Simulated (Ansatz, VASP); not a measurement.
## One calculation of C, two programs

The input INCAR:

```
SYSTEM = C
PREC = Accurate ; ENCUT = 520
EDIFF = 1E-6 ; ISMEAR = 0
SIGMA = 0.05 ; LREAL = .False.
LASPH = .True. ; NELM = 80
ALGO = Normal ; ISIF = 2
LWAVE = .False. ; LCHARG = .False.
GGA = PE ; NBANDS = 36
```

Contents of KPOINTS:

```
regular mesh
0
Gamma
  12 12 2
  0 0 0
```

Contents of POSCAR:

```
C
1.0
    2.5647000000      0.0000000000      0.0000000000
   -1.2823500000      2.2210953531      0.0000000000
    0.0000000000      0.0000000000     13.0506000000
C
12
Direct
    0.0000000000      0.0000000000      0.1868593266
    0.0000000000      0.0000000000      0.6868593266
    0.0000000000      0.0000000000      0.3131406734
    0.0000000000      0.0000000000      0.8131406734
    0.3333333333      0.6666666667      0.5207665411
    0.6666666667      0.3333333333      0.0207665411
    0.3333333333      0.6666666667      0.9792334589
    0.6666666667      0.3333333333      0.4792334589
    0.3333333333      0.6666666667      0.6450950823
    0.6666666667      0.3333333333      0.1450950823
    0.3333333333      0.6666666667      0.8549049177
    0.6666666667      0.3333333333      0.3549049177
```

Input for Ansatz:

```yaml
crystal:
  lattice:
    - [2.5647, 0.0, 0.0]
    - [-1.28235, 2.2210953531, 0.0]
    - [0.0, 0.0, 13.0506]
  atoms:
    - { symbol: C, position: [0.0, 0.0, 0.1868593266] }
    - { symbol: C, position: [0.0, 0.0, 0.6868593266] }
    - { symbol: C, position: [0.0, 0.0, 0.3131406734] }
    - { symbol: C, position: [0.0, 0.0, 0.8131406734] }
    - { symbol: C, position: [0.3333333333, 0.6666666667, 0.5207665411] }
    - { symbol: C, position: [0.6666666667, 0.3333333333, 0.0207665411] }
    - { symbol: C, position: [0.3333333333, 0.6666666667, 0.9792334589] }
    - { symbol: C, position: [0.6666666667, 0.3333333333, 0.4792334589] }
    - { symbol: C, position: [0.3333333333, 0.6666666667, 0.6450950823] }
    - { symbol: C, position: [0.6666666667, 0.3333333333, 0.1450950823] }
    - { symbol: C, position: [0.3333333333, 0.6666666667, 0.8549049177] }
    - { symbol: C, position: [0.6666666667, 0.3333333333, 0.3549049177] }
basis:
  ecutwfc: 520.0
kpoints:
  mp_grid: { grid: [12, 12, 2] }
hamiltonian:
  xc: pbe
  pseudopotentials: { kind: paw, azcp: { folder: soft_1 } }
scf:
  occupations: { method: gaussian, width: 0.05 }
output:
  forces: true
  stress: true
  eigenvalues: true
```

Alike in both runs: task single point; functional PBE; k mesh 12 × 12 × 2; occupations gaussian, width 0.05 eV; no spin polarisation.

|  | VASP | Ansatz |
| --- | --- | --- |
| version | VASP 6.6.1 | Ansatz 0.2.0 |
| potentials or method | VASP PAW PBE potentials, release 64 (C), cutoff 520 eV | scalar-relativistic, plane waves, PAW |
| valence electrons in the cell | 48 | 48 |

```tsv
	VASP	Ansatz	Ansatz less VASP
gap on the k mesh at the Fermi level (eV)	4.28	4.29	+0.006
least direct gap on the mesh (eV)	4.56	4.56	+0.003
rms of the force components (eV/Å)	0.084	0.089	+0.0047
```

Atom by atom the forces differ by 0.005 eV/Å (rms over components).
